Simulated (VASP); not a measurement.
Here is a VASP 6.6.1 calculation.

Contents of INCAR:

```
SYSTEM = Al2CdO6
  PREC = Accurate
  ENCUT = 520
  EDIFF = 1E-6
  ISMEAR = 0
  SIGMA = 0.1
  LREAL = .False.
  LASPH = .True.
  NELM = 150
  ALGO = Fast
  ISIF = 2
  LWAVE = .False.
  LCHARG = .True.
  ISPIN = 2
  MAGMOM = 0 0 0 0.65 0.65 0.65 0.65 0.65 0.65
  LORBIT = 11
  GGA = PE
  LELF = .True.
  LVHAR = .True.
  NBANDS = 41
```

File KPOINTS:

```
regular mesh
0
Gamma
  10 10 10
  0 0 0
```

Contents of POSCAR:

```
Al2CdO6
1.0
    0.0000000000      3.7307199893      3.7307199893
    3.7307199893      0.0000000000      3.7307199893
    3.7307199893      3.7307199893      0.0000000000
Al Cd O
2 1 6
Direct
    0.7500000000      0.7500000000      0.7500000000
    0.2500000000      0.2500000000      0.2500000000
    0.0000000000      0.0000000000      0.0000000000
    0.5000000000      0.0000000000      0.0000000000
    0.0000000000      0.5000000000      0.5000000000
    0.0000000000      0.5000000000      0.0000000000
    0.5000000000      0.0000000000      0.5000000000
    0.0000000000      0.0000000000      0.5000000000
    0.5000000000      0.5000000000      0.0000000000
```

Potentials or basis: VASP PAW PBE potentials, release 64 (Al, Cd, O).

Command:

```console
$ cat potpaw_PBE.64/Al/POTCAR potpaw_PBE.64/Cd/POTCAR potpaw_PBE.64/O/POTCAR > POTCAR
$ mpirun -np 1 vasp_std > vasp.out
```

Question: Predict the pressure.

Answer: 0.0 GPa.

Question: Predict the band gap on the k mesh.

Answer: Zero (filled and empty bands overlap).

Question: Estimate the net moment.

Answer: 4.00 μB per cell.

Question: Predict the site moments.

Answer: Al -0.02; Cd -0.02; O +0.58 μB.
